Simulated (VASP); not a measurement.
Here is a VASP 6.6.1 calculation.

File INCAR:

```
SYSTEM = C
  ALGO = Normal
  EDIFF = 1E-6
  ENCUT = 520
  ISIF = 2
  ISMEAR = 0
  LASPH = .True.
  LCHARG = .True.
  LELF = .True.
  LREAL = .False.
  LVHAR = .True.
  LWAVE = .False.
  NBANDS = 31
  NELM = 80
  PREC = Accurate
  SIGMA = 0.05
```

The input KPOINTS:

```
k-points
0
Gamma
  10 10 3
  0 0 0
```

The input POSCAR:

```
C
1.0
   -2.4912907516      0.0000000000      0.0000000000
   -1.2456453758     -2.1575210791      0.0000000000
    0.6226981234      0.3595149291     10.2538776052
C
10
Direct
   -0.1209031956     -0.1209031956      0.8741556576
    0.8542832156      0.8542832156      0.7252443424
    0.0877269653      0.0877269653      0.1257869493
    0.8123530547      0.8123530547      0.4736130507
    0.1125570050      0.1125570050      0.2747969895
    0.7875230150      0.7875230150      0.3246030105
    0.2207848120      0.2207848120      0.9242937306
    0.5125952080      0.5125952080      0.6751062694
    0.4127084122      0.4127084122      0.0756656066
    0.4873716078      0.4873716078      0.5237343934
```

Potentials or basis: VASP PAW LDA potentials, release 64 (C).

Launch:

```bash
$ cat potpaw_LDA.64/C/POTCAR > POTCAR
$ mpirun -np 1 vasp_std > vasp.out
```

(1) Predict the pressure.

(2) Predict the largest force.

Answers

(1) 2.2 GPa.

(2) 4.814 eV/Å.

Caveat: forces of over 1 eV/Å act on the atoms, so gaps and moduli don't describe the material at rest.
